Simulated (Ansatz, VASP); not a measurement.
## MnHg in VASP and in Ansatz

File INCAR:

```
ALGO = Normal
EDIFF = 1E-7
ENCUT = 520
GGA = PE
ISIF = 2
ISMEAR = -1
ISPIN = 2
LASPH = True
LCHARG = True
LELF = True
LMAXMIX = 4
LORBIT = 11
LREAL = False
LVHAR = True
LWAVE = False
MAGMOM = 4 0
NBANDS = 24
NELM = 150
PREC = Accurate
SIGMA = 0.05
```

Contents of KPOINTS:

```
k-points
0
Gamma
  11 11 11
```

The input POSCAR:

```
MnHg
1.0
    3.2214501021      0.0000000000      0.0000000000
    0.0000000000      3.2214501021      0.0000000000
    0.0000000000      0.0000000000      3.2459440962
Mn Hg
1 1
Direct
    0.5000000000      0.5000000000      0.5000000000
    0.0000000000      0.0000000000      0.0000000000
```

Input for Ansatz:

```yaml
crystal:
  lattice:
    - [3.2214501021, 0.0, 0.0]
    - [0.0, 3.2214501021, 0.0]
    - [0.0, 0.0, 3.2459440962]
  atoms:
    - { symbol: Mn, position: [0.5, 0.5, 0.5], spin: 4.0 }
    - { symbol: Hg, position: [0.0, 0.0, 0.0] }
magnetization:
  spin_polarized: true
kpoints:
  mp_grid: { grid: [11, 11, 11] }
scf:
  occupations: { method: fermi_dirac, width: 0.05 }
hamiltonian:
  xc: pbe
  pseudopotentials: { kind: all_electron, lapw: { basis_error: 0.0005 } }
output:
  forces: true
  stress: true
  eigenvalues: true
```

Change from the starting cell: volume scaled by 0.9405.

Alike in both runs: task single point; functional PBE; k mesh 11 × 11 × 11; occupations fermi-dirac, width 0.05 eV; collinear spin.

|  | VASP | Ansatz |
| --- | --- | --- |
| version | VASP 6.6.1 | Ansatz 0.2.0 |
| potentials or method | VASP PAW PBE potentials, release 64 (Mn_pv, Hg), cutoff 520 eV | all-electron LAPW, scalar-relativistic |

```tsv
	VASP	Ansatz	Ansatz less VASP
pressure (GPa)	8.2	7.5	-0.70
traceless stress, the component that is largest in VASP (GPa)	-0.10	-0.09	+0.006
net moment per atom (μB)	1.85	1.85	-0.003
size of the moment on the site where the two differ most (μB)	3.64	3.72	+0.079
```

Site moments also hang on the region over which each program counts them. Ansatz ran all-electron here, and VASP with PAW potentials.

Neither program's run includes spin-orbit coupling.
